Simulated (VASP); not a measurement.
# SbHW31S64 (a cell with a defect) in VASP: single point with PBE

Aim: the single point of SbHW31S64 (a cell with a defect) with PBE.

All numbers are computed with VASP 6.6.1; they aren't measurements. Logs are shortened: lines on timing, memory, paths and dates and some standing lists are left out, and cuts for length are marked.

## Step 1: The cell of the first run

The cell holds a defect, 97 atoms: a = 12.508 Å, b = 12.508 Å, c = 12.165 Å, α = 90.00°, β = 90.00°, γ = 120.00°.

## Step 2: Single point, PBE

INCAR

```
PREC = Accurate
ENCUT = 400
EDIFF = 1E-6
ISMEAR = 0
SIGMA = 0.01
LREAL = Auto
LASPH = T
NELM = 120
ALGO = Normal
ISIF = 2
LWAVE = F
LCHARG = F
GGA = PE
NBANDS = 466
GGA_COMPAT = F
```

KPOINTS

```
Automatic mesh
0
Gamma
  1 1 1
```

POSCAR

```
SbHW31S64
1.0
   12.5083326191     -0.0000001134      0.0000000000
   -6.2541662113     10.8325338638      0.0000000000
    0.0000000000      0.0000000000     12.1647637133
W S Sb H
31 64 1 1
Direct
    0.0827417400      0.1664781419      0.2492088649
    0.1659576048      0.0823879705      0.7501199524
    0.0830761942      0.4168530743      0.2496065872
    0.1603551582      0.3275543986      0.7497742875
    0.0830522596      0.6663380647      0.2503833484
    0.1597184183      0.5830958504      0.7513109648
    0.0830136803      0.9165110516      0.2499911991
    0.1658971157      0.8345721509      0.7500838289
    0.3332311699      0.1664612644      0.2492042078
    0.4158270875      0.0834649580      0.7501603187
    0.3330193770      0.4165447803      0.2493076222
    0.4169379494      0.3275074804      0.7498321775
    0.3330396021      0.6665767941      0.2499233751
    0.3333738721      0.9165911195      0.2503015386
    0.4141977701      0.8391453920      0.7513249038
    0.5832291612      0.1665520006      0.2500182980
    0.6666891516      0.0836918579      0.7504699763
    0.5833131076      0.4168680922      0.2495853243
    0.6667644677      0.3325742532      0.7498505091
    0.5830680207      0.6665706455      0.2499013312
    0.6728043241      0.5830664665      0.7513263400
    0.5829019302      0.9162359474      0.2507561687
    0.6743054004      0.8388768411      0.7513471364
    0.8328574433      0.1665777754      0.2500182845
    0.9172630065      0.0834650801      0.7501678842
    0.8329442814      0.4163546512      0.2501523990
    0.9155147102      0.3325804567      0.7498668488
    0.8328395200      0.6663597751      0.2503664784
    0.9176992651      0.5857267242      0.7492418682
    0.8327546398      0.9166076649      0.2503026720
    0.9181526560      0.8345669088      0.7500852057
    0.0806283998      0.1639262074      0.6193352295
    0.1662739741      0.0830098788      0.1199254813
    0.0815890967      0.1644405501      0.8810379051
    0.1665953688      0.0836575651      0.3789927959
    0.0826720162      0.4171856214      0.6213232081
    0.1664784689      0.3333581489      0.1194836954
    0.0818622244      0.4158247280      0.8791088693
    0.1657639484      0.3328339937      0.3784566399
    0.0822187401      0.6680244963      0.6187862359
    0.1663360666      0.5836072002      0.1201696814
    0.0802501946      0.6681714630      0.8812613639
    0.1667529290      0.5833068974      0.3800122504
    0.0833500900      0.9172553884      0.6192643336
    0.1665570557      0.8330525162      0.1207469254
    0.0833338797      0.9172249973      0.8806833208
    0.1665274281      0.8333052566      0.3797063138
    0.3328680105      0.1638857454      0.6193827703
    0.4166698314      0.0829298626      0.1201360605
    0.3324387878      0.1643572903      0.8809799453
    0.4164314454      0.0834249505      0.3796023487
    0.3295282310      0.4090826776      0.6155678253
    0.4163858484      0.3333395239      0.1195031995
    0.3264626178      0.4028430760      0.8832701878
    0.4165816623      0.3328318720      0.3784202416
    0.3303363307      0.6711343748      0.6225867038
    0.4164264134      0.5833720482      0.1198416644
    0.3223862979      0.6758111869      0.8892710068
    0.4163211242      0.5831625912      0.3794922755
    0.3323249751      0.9192549469      0.6193284149
    0.4165891345      0.8334779960      0.1205772168
    0.3318661346      0.9204481802      0.8817394063
    0.4158763296      0.8326810628      0.3804399320
    0.5838272940      0.1664362525      0.6198917920
    0.6661368389      0.0827417623      0.1205355531
    0.5838834397      0.1670381133      0.8803403665
    0.6664206371      0.0833346696      0.3800458141
    0.5842079280      0.4171309507      0.6213728032
    0.6666175963      0.3331258132      0.1201931772
    0.5836780366      0.4157651304      0.8790961217
    0.6662829962      0.3331993767      0.3796112964
    0.5893614875      0.6704260353      0.6231730800
    0.6668019814      0.5836141091      0.1201560237
    0.6021678066      0.6752110042      0.8887837466
    0.6660764962      0.5833216319      0.3799931881
    0.5827870995      0.9158735814      0.6228003932
    0.6664252027      0.8334850668      0.1205577910
    0.5833081522      0.9169453000      0.8791696898
    0.6663264394      0.8326499998      0.3804451828
    0.8323126236      0.1664415750      0.6198791521
    0.9158022179      0.0829486794      0.1201242685
    0.8328558244      0.1670455452      0.8803637560
    0.9165157754      0.0834420723      0.3796160983
    0.8331364681      0.4165261733      0.6199052277
    0.9160433471      0.3331271217      0.1201797823
    0.8332968157      0.4169211099      0.8790607720
    0.9163926338      0.3331824095      0.3796341581
    0.8352919091      0.6679675770      0.6188461190
    0.9163759021      0.5831835251      0.1206541877
    0.8374288441      0.6681235755      0.8812190970
    0.9162673474      0.5830055043      0.3799805212
    0.8363323990      0.9191262041      0.6193032168
    0.9160497413      0.8330694075      0.1207370425
    0.8379939555      0.9203390348      0.8817602507
    0.9163152492      0.8332997222      0.3797080767
    0.4219408022      0.5959870160      0.7691967463
    0.2843413997      0.3190473682      0.5362283932
```

Potentials or basis: VASP PAW PBE potentials, release 64 (W_sv, S, Sb, H).

Started as:

```sh
> cat potpaw_PBE.64/W_sv/POTCAR potpaw_PBE.64/S/POTCAR potpaw_PBE.64/Sb/POTCAR potpaw_PBE.64/H/POTCAR > POTCAR
> mpirun -np 1 vasp_gam > vasp.out
```

OUTCAR:

```text
PREC = Accurate
   ENCUT = 400
   EDIFF = 1E-6
   ISMEAR = 0
   LREAL = Auto
   LASPH = T
   NELM = 120
   ISIF = 2
   GGA = PE

 ion  position               nearest neighbor table
   1  0.083  0.166  0.249-  39 2.39  81 2.39  33 2.40  35 2.40  37 2.40  83 2.40  30 3.13  24 3.13
                             7 3.13  11 3.13   3 3.13   9 3.13
   2  0.166  0.082  0.750-  46 2.39  44 2.39  34 2.41  50 2.41  48 2.41  32 2.41   8 3.10  31 3.10
                             4 3.10  12 3.10  25 3.12  10 3.12
   3  0.083  0.417  0.250-  39 2.39  41 2.40  85 2.40  87 2.40  43 2.40  37 2.40   5 3.12  13 3.13
                            26 3.13  11 3.13   1 3.13  24 3.13
   4  0.160  0.328  0.750-  32 2.38  34 2.38  36 2.39  38 2.40  54 2.43  52 2.45  25 3.05  27 3.09
                             2 3.10   6 3.20  12 3.21  96 3.32
   5  0.083  0.666  0.250-  41 2.40  47 2.40  45 2.40  43 2.40  91 2.40  89 2.40   3 3.12  13 3.13
                            26 3.13   7 3.13  28 3.13  14 3.13
   6  0.160  0.583  0.751-  42 2.38  40 2.39  38 2.39  36 2.39  56 2.42  58 2.44  29 3.04  27 3.09
                             8 3.11  15 3.19   4 3.20  96 3.21
   7  0.083  0.917  0.250-  35 2.40  93 2.40  45 2.40  95 2.40  47 2.40  33 2.40   9 3.13   1 3.13
                            28 3.13   5 3.13  30 3.13  14 3.13
   8  0.166  0.835  0.750-  46 2.39  44 2.40  60 2.40  42 2.41  62 2.41  40 2.41  15 3.08  31 3.10
                             2 3.10   6 3.11  29 3.11  10 3.12
   9  0.333  0.166  0.249-  55 2.39  49 2.40  33 2.40  35 2.40  53 2.40  51 2.40  14 3.13  16 3.13
[... 50 lines left out ...]
  37  0.166  0.333  0.119-  11 2.40   1 2.40   3 2.40
[... 12 lines left out ...]
  50  0.332  0.164  0.881-  12 2.38  10 2.39   2 2.41
  51  0.416  0.083  0.380-  14 2.40  16 2.40   9 2.40
  52  0.330  0.409  0.616-  97 1.37  12 2.45   4 2.45  96 2.76
  53  0.416  0.333  0.120-  11 2.40   9 2.40  18 2.40
  54  0.326  0.403  0.883-  12 2.42   4 2.43  96 2.51
  55  0.417  0.333  0.378-  18 2.39   9 2.39  11 2.40
  56  0.330  0.671  0.623-  15 2.40   6 2.42  96 2.54
  57  0.416  0.583  0.120-  11 2.40  13 2.40  20 2.40
  58  0.322  0.676  0.889-  96 2.43   6 2.44  15 2.44
[... 35 lines left out ...]
  94  0.838  0.920  0.882-  23 2.38  25 2.38  31 2.41
  95  0.916  0.833  0.380-  30 2.40  28 2.40   7 2.40
  96  0.422  0.596  0.769-  58 2.43  74 2.44  54 2.51  56 2.54  72 2.54  52 2.76  15 3.10  23 3.11
                             6 3.21  21 3.23   4 3.32  12 3.34
  97  0.284  0.319  0.536-  52 1.37

  LATTYP: Found a hexagonal cell.
 ALAT       =    12.5083326191
 C/A-ratio  =     0.9725327974

  Lattice vectors:

 A1 = (  12.5083326191,  -0.0000001134,   0.0000000000)
 A2 = (  -6.2541662113,  10.8325338638,   0.0000000000)
 A3 = (   0.0000000000,   0.0000000000,  12.1647637133)

Analysis of symmetry for initial positions (statically):
=====================================================================
 Subroutine PRICEL returns:
 Original cell was already a primitive cell.

 Routine SETGRP: Setting up the symmetry group for a
 hexagonal supercell.

 Subroutine GETGRP returns: Found  1 space group operations
 (whereof  1 operations were pure point group operations)
 out of a pool of 24 trial point group operations.

The static configuration has the point symmetry C_1 .

Analysis of symmetry for dynamics (positions and initial velocities):
=====================================================================
 Subroutine PRICEL returns:
 Original cell was already a primitive cell.

 Routine SETGRP: Setting up the symmetry group for a
 hexagonal supercell.

[... 245 lines left out ...]
   total plane-waves  NPLWV = 564480
   dimension x,y,z NGX =    84 NGY =   84 NGZ =   80
   dimension x,y,z NGXF=   168 NGYF=  168 NGZF=  160
   ions per type =              31  64   1   1
   NGX,Y,Z   is equivalent  to a cutoff of  11.16, 11.16, 10.93 a.u.
   NGXF,Y,Z  is equivalent  to a cutoff of  22.33, 22.33, 21.87 a.u.
 SYSTEM =  unknown system
   PREC   = accura    normal or accurate (medium, high low for compatibility)
   ISTART =      0    job   : 0-new  1-cont  2-samecut
   ICHARG =      2    charge: 1-file 2-atom 10-const
   ISPIN  =      1    spin polarized calculation?
   LNONCOLLINEAR =      F non collinear calculations
   LSORBIT =      F    spin-orbit coupling
   LASPH  =      T    aspherical Exc in radial PAW
   ENCUT  =  400.0 eV  29.40 Ry    5.42 a.u.  20.40 20.40 19.84*2*pi/ulx,y,z
   NELM   =    120;   NELMIN=  2; NELMDL= -5     # of ELM steps
   EDIFF  = 0.1E-05   stopping-criterion for ELM
   LREAL  =      T    real-space projection
   EDIFFG = 0.1E-04   stopping-criterion for IOM
   NSW    =      0    number of steps for IOM
   IBRION =     -1    ionic relax: 0-MD 1-quasi-New 2-CG
   NFREE  =      0    steps in history (QN), initial steepest desc. (CG)
   ISIF   =      2    stress and relaxation
   ISYM   =      2    0-nonsym 1-usesym 2-fastsym
   POTIM  = 0.5000    time-step for ionic-motion
   TEBEG  =    0.0;   TEEND  =   0.0 temperature during run
   PSTRESS=    0.0 pullay stress
   NELECT =     824.0000    total number of electrons
   NUPDOWN=      -1.0000    fix difference up-down
   EMIN   =  10.00;   EMAX   =-10.00  energy-range for DOS
   EFERMI =   0.00;   METHOD = LEGACY
   ISMEAR =     0;   SIGMA  =   0.01  broadening in eV -4-tet -1-fermi 0-gaus
   EFERMI_NEDOS =   21; number of points for ismear=-14 and -15
   IALGO  =     38    algorithm
   IMIX   =      4    mixing-type and parameters
     AMIX     =   0.40;   BMIX     =  1.00
     AMIX_MAG =   1.60;   BMIX_MAG =  1.00
  volume/ion in A,a.u.               =      16.99       114.67
  Fermi-wavevector in a.u.,A,eV,Ry     =   1.299290  2.455303 22.968746  1.688155
  Thomas-Fermi vector in A             =   2.430564
   LORBIT       =      0    0 simple, 1 ext, 2 COOP (PROOUT), +10 PAW based schemes
   GGA     = PE    functional components
   LHFCALC =     F    Hartree Fock is set to
   AEXX    =    0.0000 exact exchange contribution
   IVDW    =     0    specifies the selected vdW correction
   LEPSILON=     F    determine dielectric tensor
   LRPA    =     F    only Hartree local field effects (RPA)
 non-spin polarized calculation
 Gauss-broadening in eV      SIGMA  =   0.01
  energy-cutoff  :      400.00
  volume of cell :     1648.29
 maximum number of plane-waves:     15029
 NGX is ok and might be reduce to    84
   NGX = 41   NGY = 41   NGZ = 39

 number of electron     824.0000079 magnetization

 Free energy of the ion-electron system (eV)
  ---------------------------------------------------
  ext. energy  EPLUGINS =         0.00000000
  ---------------------------------------------------
  free energy    TOTEN  =      -742.60000659 eV

  energy without entropy =     -742.60000659  energy(sigma->0) =     -742.60000659

 E-fermi :   8.0160     XC(G=0): -11.1611

 val. band max:        7.9670092782   @ k =   0.0000   0.0000   0.0000
 cond. band min:       8.1771354374   @ k =   0.0000   0.0000   0.0000
 fundamental gap:      0.2101261592
 Fermi energy:         8.0159828199

 k-point     1 :       0.0000    0.0000    0.0000
  band No.  band energies     occupation
      1     -66.7084      2.00000
      2     -66.6989      2.00000
      3     -66.6969      2.00000
      4     -66.6831      2.00000
      5     -66.6800      2.00000
      6     -66.6780      2.00000
[... 416 lines left out ...]
    423       9.4548      0.00000
    424       9.4924      0.00000
 [bands above 424 left out]

------------------------ aborting loop because EDIFF is reached ----------------------------------------

  FORCE on cell =-STRESS in cart. coord.  units (eV):
  Direction    XX          YY          ZZ          XY          YZ          ZX
  --------------------------------------------------------------------------------------
  -------------------------------------------------------------------------------------
  Total       90.8662027     90.6651005     53.9784866     -0.2416938      0.6400333      0.0115257
  in kB       88.3242197     88.1287434     52.4684379     -0.2349324      0.6221283      0.0112033
  external PRESSURE =      76.3071336 kB  Pullay stress =       0.0000000 kB

 VOLUME and BASIS-vectors are now :
 -----------------------------------------------------------------------------
  energy-cutoff  :      400.00
  volume of cell :     1648.29
      direct lattice vectors                 reciprocal lattice vectors
    12.508332619 -0.000000113  0.000000000     0.079946707  0.046157252  0.000000000
    -6.254166211 10.832533864  0.000000000     0.000000001  0.092314505  0.000000000
     0.000000000  0.000000000 12.164763713     0.000000000  0.000000000  0.082204638

 POSITION                                       TOTAL-FORCE (eV/Angst)
 -----------------------------------------------------------------------------------
     -0.00622      1.80338      3.03157         0.004629     -0.002399     -0.007043
      1.56058      0.89247      9.12503         0.001044      0.006171      0.004953
     -1.56792      4.51558      3.03641        -0.010722      0.004176     -0.008854
     -0.04280      3.54824      9.12083         0.004042      0.008475      0.006384
     -3.12854      7.21813      3.04585        -0.004010      0.003387      0.001330
     -1.64897      6.31641      9.13952         0.001596     -0.006694      0.002710
[... 89 lines left out ...]
      1.55037      6.45605      9.35710         0.000429      0.027401     -0.015315
      1.56126      3.45609      6.52309         0.002274      0.009641      0.030710
 -----------------------------------------------------------------------------------
    total drift:                               -0.030293     -0.001990     -0.006269

  FREE ENERGIE OF THE ION-ELECTRON SYSTEM (eV)
  ---------------------------------------------------
  free  energy   TOTEN  =      -742.6000065858 eV

  energy  without entropy=     -742.6000065858  energy(sigma->0) =     -742.60000659
```

Wall time 39 min (1 thread of Intel Xeon 8259CL, shared host); peak memory 1.2 GiB.

Results:

```yaml
Free_energy: -742.6000 eV
Pressure: 7.6 GPa
Largest_force: 0.042 eV/Å
```

Forces in eV/Å, atoms in the order of the input:
```
W    0.005 -0.002 -0.007
W    0.001  0.006  0.005
W   -0.011  0.004 -0.009
W    0.004  0.008  0.006
W   -0.004  0.003  0.001
W    0.002 -0.007  0.003
W    0.001 -0.008  0.004
W   -0.015  0.023 -0.005
W    0.005  0.000 -0.008
W   -0.024 -0.008 -0.005
W    0.002  0.016 -0.018
W   -0.004 -0.003  0.005
W   -0.006  0.003  0.002
W    0.001 -0.001  0.009
W    0.013  0.020  0.010
W   -0.001 -0.002  0.001
W   -0.004  0.010 -0.007
W    0.005  0.004 -0.007
W    0.003 -0.007 -0.003
W   -0.004  0.002  0.004
W    0.003 -0.013 -0.001
W   -0.003 -0.007  0.006
W   -0.007  0.025  0.009
W   -0.001 -0.008  0.001
W    0.033 -0.015 -0.005
W   -0.002 -0.007 -0.002
W   -0.011 -0.008 -0.005
W   -0.002 -0.001  0.004
W   -0.003  0.022 -0.001
W    0.001 -0.004  0.007
W    0.012  0.016 -0.002
S    0.009 -0.002 -0.014
S   -0.002  0.001  0.005
S   -0.002 -0.001  0.012
S   -0.001  0.005 -0.003
S    0.012  0.011  0.005
S   -0.004 -0.004  0.004
S   -0.003  0.003 -0.008
S    0.002  0.001  0.006
S    0.007 -0.003 -0.007
S    0.000  0.000  0.004
S   -0.001 -0.008  0.008
S    0.003 -0.002 -0.002
S    0.002 -0.006 -0.003
S   -0.003 -0.001 -0.004
S    0.003 -0.003  0.003
S   -0.002 -0.003  0.001
S   -0.006  0.000 -0.016
S    0.001  0.003  0.000
S    0.001 -0.004  0.016
S    0.000  0.004 -0.002
S   -0.012 -0.014 -0.038
S    0.003 -0.003 -0.001
S   -0.001  0.018 -0.017
S    0.000  0.001  0.008
S    0.025 -0.027 -0.001
S    0.002  0.001 -0.007
S    0.003 -0.008  0.007
S    0.005 -0.011  0.008
S    0.003 -0.008 -0.014
S    0.005  0.000 -0.003
S   -0.003 -0.001  0.012
S    0.005 -0.003  0.000
S    0.006 -0.001  0.003
S    0.000  0.002  0.002
S    0.003  0.001  0.005
S    0.002  0.005 -0.003
S   -0.005  0.009  0.001
S    0.001 -0.002 -0.003
S    0.009  0.002 -0.006
S    0.005  0.000  0.005
S   -0.019 -0.032 -0.012
S    0.001  0.002 -0.001
S   -0.012 -0.008  0.018
S    0.000 -0.002  0.001
S   -0.006  0.000  0.019
S   -0.002 -0.003 -0.003
S   -0.004  0.001 -0.011
S   -0.004 -0.003  0.000
S   -0.009  0.001  0.010
S   -0.004  0.002  0.003
S   -0.005  0.002 -0.001
S    0.000  0.003 -0.005
S   -0.002 -0.003  0.003
S   -0.002 -0.001  0.000
S    0.003 -0.004  0.006
S   -0.001  0.002  0.003
S   -0.002 -0.001 -0.010
S   -0.002  0.003  0.000
S    0.001 -0.006  0.011
S   -0.001  0.002  0.002
S   -0.002 -0.005 -0.012
S    0.000 -0.001 -0.004
S    0.005  0.000  0.012
S    0.000 -0.002  0.001
Sb   0.000  0.027 -0.015
H    0.002  0.010  0.031
```

Stress tensor (GPa, compression positive):
```
 8.83 -0.02  0.00
-0.02  8.81  0.06
 0.00  0.06  5.25
```

Levels at points of the mesh, in eV from the Fermi level:
```tsv
k point	band 410	band 411	band 412	band 413	band 414	band 415
(0.00, 0.00, 0.00)	-0.40	-0.36	-0.05	0.16	1.11	1.19
```

Caveat: the k points lie up to 0.58 Å⁻¹ apart; spin-orbit coupling is left out, which moves the levels of the heavy elements.
